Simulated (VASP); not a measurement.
**S2O (antifluorite type): single point with PBE**

The system is S2O (antifluorite type).

```
S O
1.0
     0.00000    2.79236    2.79236
     2.79236    0.00000    2.79236
     2.79236    2.79236    0.00000
S O
2 1
Direct
  0.25000 0.25000 0.25000
  0.75000 0.75000 0.75000
  0.00000 0.00000 0.00000
```

```json
{
  "Program": "VASP 6.6.1",
  "Task": "single point",
  "Functional": "PBE",
  "Potentials or basis": "VASP PAW PBE potentials, release 64 (S, O)",
  "Cutoff": "520 eV",
  "k mesh": "34 × 34 × 34",
  "Occupations": "fermi-dirac, width 0.0612256 eV",
  "Spin": "no spin polarisation",
  "Dipole correction": "no",
  "Further INCAR settings": "ALGO = Normal; EDIFF = 1e-07; NBANDS = 16"
}
```

```yaml
Pressure: -1.8 GPa
Band_gap_on_the_k_mesh: zero (bands 9 and 10 overlap by 1.54 eV)
```

Levels at points of the mesh, in eV from the Fermi level:
```tsv
k point	band 6	band 7	band 8	band 9	band 10	band 11	band 12	band 13
(0.00, 0.00, 0.00)	-3.79	-3.46	-3.46	-3.46	1.40	1.40	1.40	7.38
(0.50, 0.00, 0.00)	-3.29	-2.39	-2.39	-0.70	0.19	0.80	0.80	9.08
(0.50, 0.50, 0.00)	-5.07	-1.45	0.28	0.28	1.51	1.51	2.46	6.18
```

Run time: 27 min on 1 thread of Intel Xeon 8259CL, with other jobs on the host, peak memory 0.64 GiB.
